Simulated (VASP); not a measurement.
# RbLiCO3 (P2_1/c) in VASP: single point with PBE

Aim: the single point of RbLiCO3 with PBE.

Program: VASP 6.6.1. These are calculated values, not measurements. Logs are shortened: lines on timing, memory, paths and dates and some standing lists are left out, and cuts for length are marked.

## 1. The cell of the first run

It takes space group P2_1/c (No. 14, monoclinic). The conventional cell has a = 6.849 Å, b = 7.162 Å, c = 7.748 Å, α = 90.00°, β = 118.30°, γ = 90.00°. Within 4.7 Å of Rb (site symmetry 1) lie 18 O at 2.89 to 4.67 Å and 7 C at 3.32 to 4.21 Å and 6 Li at 3.54 to 4.44 Å and 6 Rb at 4.12 to 4.67 Å. Li (site symmetry 1) has 5 O at 1.96 to 2.17 Å and 2 C at 2.37 to 2.43 Å within 2.6 Å. C (site symmetry 1) has 3 O at 1.28 to 1.31 Å within 1.7 Å. O (site symmetry 1) has 1 C at 1.30 Å within 1.7 Å. Within 1.7 Å of O (site symmetry 1) lie 1 C at 1.28 Å. O (site symmetry 1) has 1 C at 1.31 Å within 1.8 Å.

## 2. Single point, PBE

Contents of INCAR:

```
SYSTEM = RbLiCO3
PREC     = Accurate       ! precision mode
ENCUT    = 520            ! plane-wave cutoff, eV
EDIFF    = 1E-6           ! SCF threshold, eV
ISMEAR   = -1             ! smearing method
SIGMA    = 0.02           ! smearing width, eV
LREAL    = Auto         
LASPH    = .TRUE.         ! aspherical terms in the spheres
NELM     = 100            ! most SCF steps
ALGO     = Normal         ! electronic algorithm
ISIF     = 2              ! what is computed and relaxed
LWAVE    = .FALSE.        ! write WAVECAR
LCHARG   = .FALSE.        ! write CHGCAR
GGA      = PE             ! functional
NBANDS   = 86             ! bands
```

Contents of KPOINTS:

```
Automatic mesh
0
G
  3 3 3
  0 0 0
```

Contents of POSCAR:

```
RbLiCO3
1.0
    6.8490000000      0.0000000000      0.0000000000
    0.0000000000      7.1620000000      0.0000000000
   -3.6734405204      0.0000000000      6.8221292125
Rb Li C O
4 4 4 12
Direct
    0.8312083600      0.6411254329      0.6670925525
    0.1687916400      0.1411254329      0.8329074475
    0.1687916400      0.3588745671      0.3329074475
    0.8312083600      0.8588745671      0.1670925525
    0.4079408308      0.5710527803      0.8043241825
    0.5920591692      0.0710527803      0.6956758175
    0.5920591692      0.4289472197      0.1956758175
    0.4079408308      0.9289472197      0.3043241825
    0.3065765234      0.6686260080      0.0902755652
    0.6934234766      0.1686260080      0.4097244348
    0.6934234766      0.3313739920      0.9097244348
    0.3065765234      0.8313739920      0.5902755652
    0.2704898707      0.5279593017      0.9731506982
    0.7295101293      0.0279593017      0.5268493018
    0.7295101293      0.4720406983      0.0268493018
    0.2704898707      0.9720406983      0.4731506982
    0.1733762097      0.8081179157      0.0456231878
    0.8266237903      0.3081179157      0.4543768122
    0.8266237903      0.1918820843      0.9543768122
    0.1733762097      0.6918820843      0.5456231878
    0.4869108968      0.6667780463      0.2606403456
    0.5130891032      0.1667780463      0.2393596544
    0.5130891032      0.3332219537      0.7393596544
    0.4869108968      0.8332219537      0.7606403456
```

Potentials or basis: VASP PAW PBE potentials, release 64 (Rb_sv, Li_sv, C, O).

Started as:

```
> cat potpaw_PBE.64/Rb_sv/POTCAR potpaw_PBE.64/Li_sv/POTCAR potpaw_PBE.64/C/POTCAR potpaw_PBE.64/O/POTCAR > POTCAR
> mpirun -np 1 vasp_std > vasp.out
```

OUTCAR:

```text
SYSTEM = RbLiCO3
   PREC = Accurate
   ENCUT = 520
   EDIFF = 1E-6
   ISMEAR = -1
   LREAL = Auto
   LASPH = .TRUE.
   NELM = 100
   ISIF = 2
   GGA = PE

 ion  position               nearest neighbor table
   1  0.831  0.641  0.667-  18 2.89  21 2.91  13 2.93  20 2.93  14 2.94  17 3.00  24 3.10  11 3.32
                            23 3.33   9 3.36  15 3.40   6 3.54   7 3.56   5 3.57   8 3.58   5 3.61
   2  0.169  0.141  0.833-  17 2.89  22 2.91  14 2.93  19 2.93  13 2.94  18 3.00  23 3.10  12 3.32
                            24 3.33  10 3.36  16 3.40   5 3.54   8 3.56   6 3.57   7 3.58   6 3.61
   3  0.169  0.359  0.333-  20 2.89  23 2.91  15 2.93  18 2.93  16 2.94  19 3.00  22 3.10   9 3.32
                            21 3.33  11 3.36  13 3.40   8 3.54   5 3.56   7 3.57   6 3.58   7 3.61
   4  0.831  0.859  0.167-  19 2.89  24 2.91  16 2.93  17 2.93  15 2.94  20 3.00  21 3.10  10 3.32
                            22 3.33  12 3.36  14 3.40   7 3.54   6 3.56   8 3.57   5 3.58   8 3.61
   5  0.408  0.571  0.804-  13 1.96  23 2.00  24 2.03  20 2.07  15 2.17   2 3.54   3 3.56   1 3.57
                             4 3.58   1 3.61
   6  0.592  0.071  0.696-  14 1.96  24 2.00  23 2.03  19 2.07  16 2.17   1 3.54   4 3.56   2 3.57
                             3 3.58   2 3.61
   7  0.592  0.429  0.196-  15 1.96  21 2.00  22 2.03  18 2.07  13 2.17   4 3.54   1 3.56   3 3.57
                             2 3.58   3 3.61
   8  0.408  0.929  0.304-  16 1.96  22 2.00  21 2.03  17 2.07  14 2.17   3 3.54   2 3.56   4 3.57
                             1 3.58   4 3.61
   9  0.307  0.669  0.090-  17 1.28  13 1.30  21 1.31   3 3.32   1 3.36   4 3.62   2 3.81   4 3.83

  10  0.693  0.169  0.410-  18 1.28  14 1.30  22 1.31   4 3.32   2 3.36   3 3.62   1 3.81   3 3.83

  11  0.693  0.331  0.910-  19 1.28  15 1.30  23 1.31   1 3.32   3 3.36   2 3.62   4 3.81   2 3.83

  12  0.307  0.831  0.590-  20 1.28  16 1.30  24 1.31   2 3.32   4 3.36   1 3.62   3 3.81   1 3.83

  13  0.270  0.528  0.973-   9 1.30   5 1.96   7 2.17   1 2.93   2 2.94   3 3.40
  14  0.730  0.028  0.527-  10 1.30   6 1.96   8 2.17   2 2.93   1 2.94   4 3.40
  15  0.730  0.472  0.027-  11 1.30   7 1.96   5 2.17   3 2.93   4 2.94   1 3.40
  16  0.270  0.972  0.473-  12 1.30   8 1.96   6 2.17   4 2.93   3 2.94   2 3.40
  17  0.173  0.808  0.046-   9 1.28   8 2.07   2 2.89   4 2.93   1 3.00
  18  0.827  0.308  0.454-  10 1.28   7 2.07   1 2.89   3 2.93   2 3.00
  19  0.827  0.192  0.954-  11 1.28   6 2.07   4 2.89   2 2.93   3 3.00
  20  0.173  0.692  0.546-  12 1.28   5 2.07   3 2.89   1 2.93   4 3.00
  21  0.487  0.667  0.261-   9 1.31   7 2.00   8 2.03   1 2.91   4 3.10   3 3.33
  22  0.513  0.167  0.239-  10 1.31   8 2.00   7 2.03   2 2.91   3 3.10   4 3.33
  23  0.513  0.333  0.739-  11 1.31   5 2.00   6 2.03   3 2.91   2 3.10   1 3.33
  24  0.487  0.833  0.761-  12 1.31   6 2.00   5 2.03   4 2.91   1 3.10   2 3.33

  LATTYP: Found a simple monoclinic cell.
 ALAT       =     6.8490000000
 B/A-ratio  =     1.0457001022
 C/A-ratio  =     1.0987005402
 COS(beta)  =    -0.4220012597

  Lattice vectors:

 A1 = (   6.8490000000,   0.0000000000,   0.0000000000)
 A2 = (   0.0000000000,  -7.1620000000,   0.0000000000)
 A3 = (  -3.1755594796,   0.0000000000,  -6.8221292125)

Analysis of symmetry for initial positions (statically):
=====================================================================
 Subroutine PRICEL returns:
 Original cell was already a primitive cell.

 Routine SETGRP: Setting up the symmetry group for a
 simple monoclinic supercell.

 Subroutine GETGRP returns: Found  4 space group operations
 (whereof  2 operations were pure point group operations)
 out of a pool of  4 trial point group operations.

The static configuration has the point symmetry S_2 .
 The point group associated with its full space group is C_2h.

Analysis of symmetry for dynamics (positions and initial velocities):
=====================================================================
 Subroutine PRICEL returns:
 Original cell was already a primitive cell.

 Routine SETGRP: Setting up the symmetry group for a
 simple monoclinic supercell.

 Subroutine GETGRP returns: Found  4 space group operations
 (whereof  2 operations were pure point group operations)
 out of a pool of  4 trial point group operations.

The dynamic configuration has the point symmetry S_2 .
 The point group associated with its full space group is C_2h.

 Subroutine INISYM returns: Found  4 space group operations
 (whereof  2 operations are pure point group operations),
 and found     1 'primitive' translations

----------------------------------------------------------------------------------------

                                     Primitive cell

  volume of cell :     334.6428

  direct lattice vectors                    reciprocal lattice vectors
     6.849000000  0.000000000  0.000000000     0.146006716  0.000000000  0.078618709
     0.000000000  7.162000000  0.000000000     0.000000000  0.139625803  0.000000000
    -3.673440520  0.000000000  6.822129213     0.000000000  0.000000000  0.146581803

  length of vectors
     6.849000000  7.162000000  7.748265112     0.165827810  0.139625803  0.146581803

  position of ions in fractional coordinates (direct lattice)
     0.831208360  0.641125433  0.667092553
     0.168791640  0.141125433  0.832907447
     0.168791640  0.358874567  0.332907447
     0.831208360  0.858874567  0.167092553
     0.407940831  0.571052780  0.804324182
     0.592059169  0.071052780  0.695675818
[... 16 lines left out ...]
     0.513089103  0.333221954  0.739359654
     0.486910897  0.833221954  0.760640346

  ion indices of the primitive-cell ions
   primitive index   ion index
                 1           1
                 2           2
                 3           3
                 4           4
                 5           5
                 6           6
[... 16 lines left out ...]
                23          23
                24          24

----------------------------------------------------------------------------------------

 KPOINTS: Automatic mesh

Automatic generation of k-mesh.
 Grid dimensions read from file:
 generate k-points for:    3    3    3

 Generating k-lattice:

  Cartesian coordinates                     Fractional coordinates (reciprocal lattice)
     0.048668905  0.000000000  0.026206236     0.333333333  0.000000000 -0.000000000
     0.000000000  0.046541934  0.000000000     0.000000000  0.333333333  0.000000000
     0.000000000  0.000000000  0.048860601     0.000000000  0.000000000  0.333333333

  Length of vectors
     0.055275937  0.046541934  0.048860601

  Shift w.r.t. Gamma in fractional coordinates (k-lattice)
     0.000000000  0.000000000  0.000000000

 Subroutine IBZKPT returns following result:
 ===========================================

 Found     10 irreducible k-points:

 Following reciprocal coordinates:
            Coordinates               Weight
  0.000000  0.000000  0.000000      1.000000
  0.333333  0.000000  0.000000      2.000000
  0.000000  0.333333  0.000000      2.000000
  0.333333  0.333333  0.000000      4.000000
  0.000000  0.000000  0.333333      2.000000
  0.333333  0.000000  0.333333      2.000000
 -0.333333  0.000000  0.333333      2.000000
  0.000000  0.333333  0.333333      4.000000
  0.333333  0.333333  0.333333      4.000000
 -0.333333  0.333333  0.333333      4.000000
   k-points           NKPTS =     10   k-points in BZ     NKDIM =     10   number of bands    NBANDS=     86
   number of dos      NEDOS =    301   number of ions     NIONS =     24
   total plane-waves  NPLWV = 174960
   dimension x,y,z NGX =    54 NGY =   54 NGZ =   60
   dimension x,y,z NGXF=   108 NGYF=  108 NGZF=  120
   ions per type =               4   4   4  12
   NGX,Y,Z   is equivalent  to a cutoff of  13.11, 12.53, 12.87 a.u.
   NGXF,Y,Z  is equivalent  to a cutoff of  26.21, 25.07, 25.75 a.u.
 SYSTEM =  RbLiCO3
   PREC   = accura    normal or accurate (medium, high low for compatibility)
   ISTART =      0    job   : 0-new  1-cont  2-samecut
   ICHARG =      2    charge: 1-file 2-atom 10-const
   ISPIN  =      1    spin polarized calculation?
   LNONCOLLINEAR =      F non collinear calculations
   LSORBIT =      F    spin-orbit coupling
   LASPH  =      T    aspherical Exc in radial PAW
   ENCUT  =  520.0 eV  38.22 Ry    6.18 a.u.  12.73 13.32 14.41*2*pi/ulx,y,z
   NELM   =    100;   NELMIN=  2; NELMDL= -5     # of ELM steps
   EDIFF  = 0.1E-05   stopping-criterion for ELM
   LREAL  =      T    real-space projection
   EDIFFG = 0.1E-04   stopping-criterion for IOM
   NSW    =      0    number of steps for IOM
   IBRION =     -1    ionic relax: 0-MD 1-quasi-New 2-CG
   NFREE  =      0    steps in history (QN), initial steepest desc. (CG)
   ISIF   =      2    stress and relaxation
   ISYM   =      2    0-nonsym 1-usesym 2-fastsym
   POTIM  = 0.5000    time-step for ionic-motion
   TEBEG  =    0.0;   TEEND  =   0.0 temperature during run
   PSTRESS=    0.0 pullay stress
   NELECT =     136.0000    total number of electrons
   NUPDOWN=      -1.0000    fix difference up-down
   EMIN   =  10.00;   EMAX   =-10.00  energy-range for DOS
   EFERMI =   0.00;   METHOD = LEGACY
   ISMEAR =    -1;   SIGMA  =   0.02  broadening in eV -4-tet -1-fermi 0-gaus
   EFERMI_NEDOS =   21; number of points for ismear=-14 and -15
   IALGO  =     38    algorithm
   IMIX   =      4    mixing-type and parameters
     AMIX     =   0.40;   BMIX     =  1.00
     AMIX_MAG =   1.60;   BMIX_MAG =  1.00
  volume/ion in A,a.u.               =      13.94        94.10
  Fermi-wavevector in a.u.,A,eV,Ry     =   1.212627  2.291533 20.006889  1.470465
  Thomas-Fermi vector in A             =   2.348105
   LORBIT       =      0    0 simple, 1 ext, 2 COOP (PROOUT), +10 PAW based schemes
   GGA     = PE    functional components
[... 5 lines left out ...]
 non-spin polarized calculation
  energy-cutoff  :      520.00
  volume of cell :      334.64
 maximum number of plane-waves:      9030
 NGX is ok and might be reduce to    54
   NGX = 25   NGY = 27   NGZ = 29

 number of electron     135.9999987 magnetization

 Free energy of the ion-electron system (eV)
  ---------------------------------------------------
  ext. energy  EPLUGINS =         0.00000000
  ---------------------------------------------------
  free energy    TOTEN  =      -152.01295237 eV

  energy without entropy =     -152.01295237  energy(sigma->0) =     -152.01295237

 E-fermi :   0.6296     XC(G=0):  -8.7929

 val. band max:        0.1843010719   @ k =   0.3333   0.0000   0.0000
 cond. band min:       4.8725930787   @ k =   0.0000   0.0000   0.0000
 fundamental gap:      4.6882920068
 Fermi energy:         0.6295888445

 k-point     1 :       0.0000    0.0000    0.0000
  band No.  band energies     occupation
      1     -42.9046      2.00000
      2     -42.9035      2.00000
      3     -42.8962      2.00000
      4     -42.8952      2.00000
      5     -24.5659      2.00000
      6     -24.5291      2.00000
[... 72 lines left out ...]
     79       7.9695      0.00000
[... 746 lines left out ...]
     79       7.8707      0.00000
     80       8.0470      0.00000
 [bands above 80 left out]

------------------------ aborting loop because EDIFF is reached ----------------------------------------

  FORCE on cell =-STRESS in cart. coord.  units (eV):
  Direction    XX          YY          ZZ          XY          YZ          ZX
  --------------------------------------------------------------------------------------
  -------------------------------------------------------------------------------------
  Total        3.6390800      4.7603807      4.9076674      0.0000000      0.0000000      0.7594821
  in kB       17.4229130     22.7913917     23.4965597      0.0000000      0.0000000      3.6361912
  external PRESSURE =      21.2369548 kB  Pullay stress =       0.0000000 kB

 VOLUME and BASIS-vectors are now :
 -----------------------------------------------------------------------------
  energy-cutoff  :      520.00
  volume of cell :      334.64
      direct lattice vectors                 reciprocal lattice vectors
     6.849000000  0.000000000  0.000000000     0.146006716  0.000000000  0.078618709
     0.000000000  7.162000000  0.000000000     0.000000000  0.139625803  0.000000000
    -3.673440520  0.000000000  6.822129213     0.000000000  0.000000000  0.146581803

 POSITION                                       TOTAL-FORCE (eV/Angst)
 -----------------------------------------------------------------------------------
      3.24242      4.59174      4.55099         0.000270      0.002364     -0.004559
     -1.90358      1.01074      5.68220        -0.000270      0.002364      0.004559
     -0.06686      2.57026      2.27114        -0.000270     -0.002364      0.004559
      5.07914      6.15126      1.13993         0.000270     -0.002364     -0.004559
     -0.16065      4.08988      5.48720        -0.005516     -0.006763     -0.003096
      1.49949      0.50888      4.74599         0.005516     -0.006763      0.003096
[... 16 lines left out ...]
      0.79815      2.38654      5.04401        -0.112080     -0.001555     -0.223376
      0.54069      5.96754      5.18919         0.112080     -0.001555      0.223376
 -----------------------------------------------------------------------------------
    total drift:                                0.000000     -0.000000      0.000000

  FREE ENERGIE OF THE ION-ELECTRON SYSTEM (eV)
  ---------------------------------------------------
  free  energy   TOTEN  =      -152.0129523692 eV

  energy  without entropy=     -152.0129523692  energy(sigma->0) =     -152.01295237
```

It took 4.4 min on 1 thread of Intel Xeon 6975P-C (Granite Rapids), shared host; peak memory 0.53 GiB.

What came out:

| Property | Result |
| --- | --- |
| Free energy | -152.0130 eV |
| Largest force | 0.277 eV/Å |
| Band gap on the k mesh | 4.69 eV (least direct gap 4.71 eV) |

Forces on the atoms (eV/Å):
```
Rb   0.000  0.002 -0.005
Rb   0.000  0.002  0.005
Rb   0.000 -0.002  0.005
Rb   0.000 -0.002 -0.005
Li  -0.006 -0.007 -0.003
Li   0.006 -0.007  0.003
Li   0.006  0.007  0.003
Li  -0.006  0.007 -0.003
C   -0.004 -0.023 -0.013
C    0.004 -0.023  0.013
C    0.004  0.023  0.013
C   -0.004  0.023 -0.013
O    0.045 -0.196 -0.152
O   -0.045 -0.196  0.152
O   -0.045  0.196  0.152
O    0.045  0.196 -0.152
O   -0.160  0.219 -0.056
O    0.160  0.219  0.056
O    0.160 -0.219  0.056
O   -0.160 -0.219 -0.056
O    0.112  0.002  0.223
O   -0.112  0.002 -0.223
O   -0.112 -0.002 -0.223
O    0.112 -0.002  0.223
```

Caveat: the cutoff is under 1.25 times the usual one of these potentials, so pressure, stress and relaxed cells hold a basis-set (Pulay) error; an odd mesh through Γ misses points on the zone boundary, where band edges can lie.
